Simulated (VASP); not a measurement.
# CdF2 in VASP: relaxation of cell and atoms with PBEsol

Aim: the relaxation of cell and atoms of CdF2 with PBEsol.

Program: VASP 6.6.1. These are calculated values, not measurements. Logs are shortened: lines on timing, memory, paths and dates and some standing lists are left out, and cuts for length are marked.

## Step 1: The cell of the first run

The cell holds a slab with vacuum, 6 atoms: a = 2.373 Å, b = 2.373 Å, c = 16.150 Å, α = 90.00°, β = 90.00°, γ = 120.00°.

## Step 2: Relaxation of cell and atoms, PBEsol

The input, INCAR:

```
SYSTEM = CdF2
ALGO = Normal ; EDIFF = 1E-6
EDIFFG = -0.01 ; ENCUT = 600
GGA = PS ; IBRION = 2
ISIF = 3 ; ISMEAR = -1
LASPH = .True. ; LCHARG = .False.
LREAL = .False. ; LWAVE = .False.
NELM = 100 ; NSW = 100
PREC = Accurate ; SIGMA = 0.03
```

The input, KPOINTS:

```
k-points
0
Gamma
  9 9 2
  0 0 0
```

The input, POSCAR:

```
CdF2
1.0
    2.3732824800      0.0000000000      0.0000000000
   -1.1866412400      2.0553229200      0.0000000000
    0.0000000000      0.0000000000     16.1499861200
Cd F
2 4
Direct
    0.6666666700      0.3333333300      0.1488397700
    0.3333333300      0.6666666700      0.8511602300
    0.3333333300      0.6666666700      0.2203746100
    0.6666666700      0.3333333300      0.9227490000
    0.3333333300      0.6666666700      0.0772510000
    0.6666666700      0.3333333300      0.7796253900
```

Potentials or basis: VASP PAW PBE potentials, release 64 (Cd, F).

Started as:

```sh
> cat potpaw_PBE.64/Cd/POTCAR potpaw_PBE.64/F/POTCAR > POTCAR
> mpirun -np 1 vasp_std > vasp.out
```

OUTCAR:

```text
SYSTEM = CdF2
   EDIFF = 1E-6
   EDIFFG = -0.01
   ENCUT = 600
   GGA = PS
   IBRION = 2
   ISIF = 3
   ISMEAR = -1
   LASPH = .True.
   LREAL = .False.
   NELM = 100
   NSW = 100
   PREC = Accurate

 ion  position               nearest neighbor table
   1  0.667  0.333  0.149-   3 1.79   3 1.79   3 1.79   5 1.79   5 1.79   5 1.79
   2  0.333  0.667  0.851-   6 1.79   6 1.79   6 1.79   4 1.79   4 1.79   4 1.79
   3  0.333  0.667  0.220-   1 1.79   1 1.79   1 1.79
   4  0.667  0.333  0.923-   2 1.79   2 1.79   2 1.79
   5  0.333  0.667  0.077-   1 1.79   1 1.79   1 1.79
   6  0.667  0.333  0.780-   2 1.79   2 1.79   2 1.79

  LATTYP: Found a hexagonal cell.
 ALAT       =     2.3732824800
 C/A-ratio  =     6.8049152413

  Lattice vectors:

 A1 = (   2.3732824800,   0.0000000000,   0.0000000000)
 A2 = (  -1.1866412400,   2.0553229200,   0.0000000000)
 A3 = (   0.0000000000,   0.0000000000,  16.1499861200)

Analysis of symmetry for initial positions (statically):
=====================================================================
 Subroutine PRICEL returns:
 Original cell was already a primitive cell.

 Routine SETGRP: Setting up the symmetry group for a
 hexagonal supercell.

 Subroutine GETGRP returns: Found 12 space group operations
 (whereof 12 operations were pure point group operations)
 out of a pool of 24 trial point group operations.
[... 9 lines left out ...]
 hexagonal supercell.

 Subroutine GETGRP returns: Found 12 space group operations
 (whereof 12 operations were pure point group operations)
 out of a pool of 24 trial point group operations.

The dynamic configuration has the point symmetry D_3d.

 Subroutine INISYM returns: Found 12 space group operations
 (whereof 12 operations are pure point group operations),
 and found     1 'primitive' translations

----------------------------------------------------------------------------------------

                                     Primitive cell

  volume of cell :      78.7774

  direct lattice vectors                    reciprocal lattice vectors
     2.373282480  0.000000000  0.000000000     0.421357343  0.243270775  0.000000000
    -1.186641240  2.055322920  0.000000000     0.000000000  0.486541550  0.000000000
     0.000000000  0.000000000 16.149986120     0.000000000  0.000000000  0.061919558

  length of vectors
     2.373282480  2.373282482 16.149986120     0.486541551  0.486541550  0.061919558

  position of ions in fractional coordinates (direct lattice)
     0.666666670  0.333333330  0.148839770
[... 48 lines left out ...]
  0.111111  0.111111  0.000000      6.000000
[... 16 lines left out ...]
  0.333333  0.222222  0.500000     12.000000
  0.333333  0.333333  0.500000      2.000000
   k-points           NKPTS =     24   k-points in BZ     NKDIM =     24   number of bands    NBANDS=     31
   number of dos      NEDOS =    301   number of ions     NIONS =      6
   total plane-waves  NPLWV =  56000
   dimension x,y,z NGX =    20 NGY =   20 NGZ =  140
   dimension x,y,z NGXF=    40 NGYF=   40 NGZF=  280
   ions per type =               2   4
   NGX,Y,Z   is equivalent  to a cutoff of  14.01, 14.01, 14.41 a.u.
   NGXF,Y,Z  is equivalent  to a cutoff of  28.02, 28.02, 28.82 a.u.
 SYSTEM =  CdF2
   PREC   = accura    normal or accurate (medium, high low for compatibility)
   ISTART =      0    job   : 0-new  1-cont  2-samecut
   ICHARG =      2    charge: 1-file 2-atom 10-const
   ISPIN  =      1    spin polarized calculation?
   LNONCOLLINEAR =      F non collinear calculations
   LSORBIT =      F    spin-orbit coupling
   LASPH  =      T    aspherical Exc in radial PAW
   ENCUT  =  600.0 eV  44.10 Ry    6.64 a.u.   4.74  4.74 32.26*2*pi/ulx,y,z
   NELM   =    100;   NELMIN=  2; NELMDL= -5     # of ELM steps
   EDIFF  = 0.1E-05   stopping-criterion for ELM
   LREAL  =      F    real-space projection
   EDIFFG = -.1E-01   stopping-criterion for IOM
   NSW    =    100    number of steps for IOM
   IBRION =      2    ionic relax: 0-MD 1-quasi-New 2-CG
   NFREE  =      1    steps in history (QN), initial steepest desc. (CG)
   ISIF   =      3    stress and relaxation
   ISYM   =      2    0-nonsym 1-usesym 2-fastsym
   POTIM  = 0.5000    time-step for ionic-motion
   TEBEG  =    0.0;   TEEND  =   0.0 temperature during run
   PSTRESS=    0.0 pullay stress
   NELECT =      52.0000    total number of electrons
   NUPDOWN=      -1.0000    fix difference up-down
   EMIN   =  10.00;   EMAX   =-10.00  energy-range for DOS
   EFERMI =   0.00;   METHOD = LEGACY
   ISMEAR =    -1;   SIGMA  =   0.03  broadening in eV -4-tet -1-fermi 0-gaus
   EFERMI_NEDOS =   21; number of points for ismear=-14 and -15
   IALGO  =     38    algorithm
   IMIX   =      4    mixing-type and parameters
     AMIX     =   0.40;   BMIX     =  1.00
     AMIX_MAG =   1.60;   BMIX_MAG =  1.00
  volume/ion in A,a.u.               =      13.13        88.60
  Fermi-wavevector in a.u.,A,eV,Ry     =   1.425417  2.693648 27.644519  2.031815
  Thomas-Fermi vector in A             =   2.545804
   LORBIT       =      0    0 simple, 1 ext, 2 COOP (PROOUT), +10 PAW based schemes
   GGA     = PS    functional components
   LHFCALC =     F    Hartree Fock is set to
   AEXX    =    0.0000 exact exchange contribution
   IVDW    =     0    specifies the selected vdW correction
   LEPSILON=     F    determine dielectric tensor
   LRPA    =     F    only Hartree local field effects (RPA)
 conjugate gradient relaxation of ions
 non-spin polarized calculation
  energy-cutoff  :      600.00
  volume of cell :       78.78
 maximum number of plane-waves:      2669
 NGX is ok and might be reduce to    20
   NGX =  9   NGY =  9   NGZ = 65

--------------------------------------- Ionic step        1  -------------------------------------------

 number of electron      52.0000004 magnetization

 Free energy of the ion-electron system (eV)
  ---------------------------------------------------
  ext. energy  EPLUGINS =         0.00000000
  ---------------------------------------------------
  free energy    TOTEN  =         7.76887470 eV

  energy without entropy =        7.76887470  energy(sigma->0) =        7.76887470

 E-fermi :   0.3220     XC(G=0):  -8.3971

 val. band max:       -0.3524586420   @ k =   0.4444   0.0000   0.0000
 cond. band min:       3.8329618188   @ k =   0.0000   0.0000   0.0000
 fundamental gap:      4.1854204609
 Fermi energy:         0.3220300542
[... 1753 lines left out ...]
     30       6.4040      0.00000
     31       9.7805      0.00000

[... ionic steps 4 to 64 ...]

--------------------------------------- Ionic step       65  -------------------------------------------

 number of electron      52.0000036 magnetization

------------------------ aborting loop because EDIFF is reached ----------------------------------------
[... 75 lines left out ...]
--------------------------------------- Ionic step       67  -------------------------------------------

 number of electron      52.0000036 magnetization

 Free energy of the ion-electron system (eV)
  ---------------------------------------------------
  ext. energy  EPLUGINS =         0.00000000
  ---------------------------------------------------
  free energy    TOTEN  =       -20.43935375 eV

  energy without entropy =      -20.43935375  energy(sigma->0) =      -20.43935375

 E-fermi :  -1.7454     XC(G=0): -10.0610

 val. band max:       -2.4430369110   @ k =   0.2222   0.2222   0.0000
 cond. band min:       0.2501636670   @ k =   0.0000   0.0000   0.0000
 fundamental gap:      2.6932005780
 Fermi energy:        -1.7453897474
[... 847 lines left out ...]
  FREE ENERGIE OF THE ION-ELECTRON SYSTEM (eV)
  ---------------------------------------------------
  free  energy   TOTEN  =       -20.4393537550 eV

  energy  without entropy=      -20.4393537550  energy(sigma->0) =      -20.43935375

 reached required accuracy - stopping structural energy minimisation
```

It took 34 min on 1 thread of Intel Xeon 6975P-C (Granite Rapids), shared host; peak memory 0.27 GiB.

What came out:

| Quantity | Value |
| --- | --- |
| Free energy | -20.4394 eV |
| Relaxed volume | 14.17 Å³/atom |
| Relaxed cell | a = 3.088 Å, b = 3.088 Å, c = 10.294 Å, α = 90.00°, β = 90.00°, γ = 120.00° |
| Space group after relaxing (to 0.05 Å) | P6_3/mmc (No. 194) |
| Energy gained by relaxing | 4701.4 meV/atom |
| Ionic steps | 67 |
| Largest force after relaxing | 0.006 eV/Å |
| Band gap on the k mesh | 2.69 eV, indirect (least direct gap 3.09 eV) |

Forces in eV/Å, atoms in the order of the input:
```
Cd   0.000  0.000 -0.005
Cd   0.000  0.000  0.005
F    0.000  0.000 -0.003
F    0.000  0.000 -0.006
F    0.000  0.000  0.006
F    0.000  0.000  0.003
```

Step by step:
| step | energy change (eV) | largest force (eV/Å) | pressure (GPa) | volume (Å³) |
| --- | --- | --- | --- | --- |
| 1 | 0.0000 | 20.8347 | 214.82 | 78.78 |
| 3 | -11.8823 | 1.9860 | -26.76 | 205.86 |
| 5 | -23.3474 | 3.4228 | -2.27 | 121.61 |
| 7 | -23.6225 | 3.1348 | 4.64 | 113.10 |
| 9 | -27.6217 | 1.1359 | -8.27 | 130.55 |
| 11 | -27.7094 | 0.9528 | 8.87 | 115.45 |
| 13 | -27.8997 | 0.3975 | 1.06 | 121.17 |
| 15 | -27.9294 | 0.1333 | 0.03 | 123.16 |
| 17 | -27.9598 | 0.0959 | 0.04 | 124.74 |
| 19 | -27.9688 | 0.0825 | 0.15 | 126.32 |
| 21 | -27.9708 | 0.0745 | -0.48 | 127.05 |
| 23 | -27.9742 | 0.1352 | 0.09 | 126.42 |
| 25 | -27.9831 | 0.2326 | -0.13 | 125.78 |
| 27 | -27.9858 | 0.3424 | -0.31 | 125.16 |
| 29 | -27.9912 | 0.3309 | -0.32 | 124.70 |
| 31 | -28.0135 | 0.2835 | -0.33 | 122.64 |
| 33 | -28.0795 | 0.1572 | -0.06 | 114.46 |
| 35 | -28.0183 | 1.0691 | 10.01 | 82.38 |
| 37 | -28.0338 | 1.0318 | 8.17 | 90.26 |
| 39 | -27.9855 | 1.2653 | 10.74 | 84.34 |
| 41 | -23.8005 | 2.5774 | -33.69 | 116.69 |
| 43 | -28.1943 | 0.0916 | -0.75 | 87.83 |
| 45 | -28.1946 | 0.1463 | -0.16 | 87.55 |
| 47 | -28.1998 | 0.0473 | 0.35 | 87.19 |
| 49 | -28.2001 | 0.0209 | -0.02 | 87.36 |
| 51 | -28.2002 | 0.0204 | -0.05 | 87.33 |
| 53 | -28.2008 | 0.1094 | 0.01 | 87.06 |
| 55 | -28.2008 | 0.1095 | 0.01 | 87.05 |
| 57 | -28.2011 | 0.1116 | 0.00 | 86.99 |
| 59 | -28.2022 | 0.1206 | 0.04 | 86.74 |
| 61 | -28.2054 | 0.1546 | 0.17 | 85.74 |
| 63 | -28.2062 | 0.1748 | 0.27 | 85.16 |
| 65 | -28.2082 | 0.0244 | -0.15 | 85.12 |
| 67 | -28.2082 | 0.0064 | 0.02 | 85.04 |

Final structure:
```
CELL_PARAMETERS angstrom
3.08845 0.00000 0.00000
-1.54422 2.67467 0.00000
0.00000 0.00000 10.29443
ATOMIC_POSITIONS crystal
Cd 0.66667 0.33333 0.25024
Cd 0.33333 0.66667 0.74976
F 0.33333 0.66667 0.37837
F 0.66667 0.33333 0.87793
F 0.33333 0.66667 0.12207
F 0.66667 0.33333 0.62163
```

Caveat: the PAW data sets were made with another functional, which shifts forces and pressure a little.
